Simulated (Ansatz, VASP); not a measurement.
# TiS2 in VASP and in Ansatz

The input INCAR:

```
SYSTEM = TiS2
PREC     = Accurate       ! precision mode
ENCUT    = 500            ! plane-wave cutoff, eV
EDIFF    = 1E-6           ! SCF threshold, eV
ISMEAR   = 0              ! smearing method
SIGMA    = 0.01           ! smearing width, eV
LREAL    = .FALSE.        ! projectors in reciprocal space
LASPH    = .TRUE.         ! aspherical terms in the spheres
NELM     = 200            ! most SCF steps
ALGO     = Normal         ! electronic algorithm
ISIF     = 2              ! what is computed and relaxed
LWAVE    = .FALSE.        ! write WAVECAR
LCHARG   = .TRUE.         ! write CHGCAR
LMAXMIX  = 4              ! l up to which the mixer works
LDAU     = .TRUE.         ! DFT+U
LDAUTYPE = 2            
LDAUL    = 2 -1           ! shell
LDAUU    = 4 0            ! U, eV
LDAUJ    = 0 0          
LDAUPRINT= 1            
GGA      = PE             ! functional
LELF     = .TRUE.         ! ELF
LVHAR    = .TRUE.       
NBANDS   = 19             ! bands
GGA_COMPAT= .FALSE.
```

Contents of KPOINTS:

```
Automatic mesh
0
G
  12 12 4
  0 0 0
```

POSCAR

```
TiS2
1.0
    3.4120000000      0.0000000000      0.0000000000
   -1.7060000000      2.9548786777      0.0000000000
    0.0000000000      0.0000000000      5.6950000000
Ti S
1 2
Direct
    0.0000000000      0.0000000000      0.0000000000
    0.3333333333      0.6666666667      0.2500000000
    0.6666666667      0.3333333333      0.7500000000
```

Input for Ansatz:

```yaml
crystal:
  lattice:
    a: 3.412
    b: 3.412
    c: 5.695
    alpha: 90.0
    beta: 90.0
    gamma: 120.0
  space_group: 164
  atoms:
    - { symbol: Ti, position: [0.0, 0.0, 0.0] }
    - { symbol: S, position: [0.3333333333333333, 0.6666666666666666, 0.25] }
basis:
  ecutwfc: 435.382179935808
kpoints:
  mp_grid:
    grid: [12, 12, 4]
hamiltonian:
  xc: pbe
  hubbard:
    - { species: Ti, l: d, u_eff: 4.0 }
scf:
  occupations:
    method: fixed
output:
  eigenvalues: true
```

Alike in both runs: task single point; functional PBE; k mesh 12 × 12 × 4; no spin polarisation; Hubbard terms Ti d U = 4.0 eV.

|  | VASP | Ansatz |
| --- | --- | --- |
| version | VASP 6.6.1 | Ansatz 0.2.0 |
| potentials or method | VASP PAW PBE potentials, release 64 (Ti_sv, S), cutoff 500 eV | plane waves, PAW |
| occupations | gaussian, width 0.01 eV | fixed |
| valence electrons in the cell | 24 | 24 |

|  | VASP | Ansatz | Ansatz less VASP |
| --- | --- | --- | --- |
| gap on the k mesh at the Fermi level (eV) | 0.30 | 0.52 | +0.223 |

The programs project onto different local orbitals, so the same U acts differently, and such runs can settle in different states. Ansatz's warnings: metallic iterate.
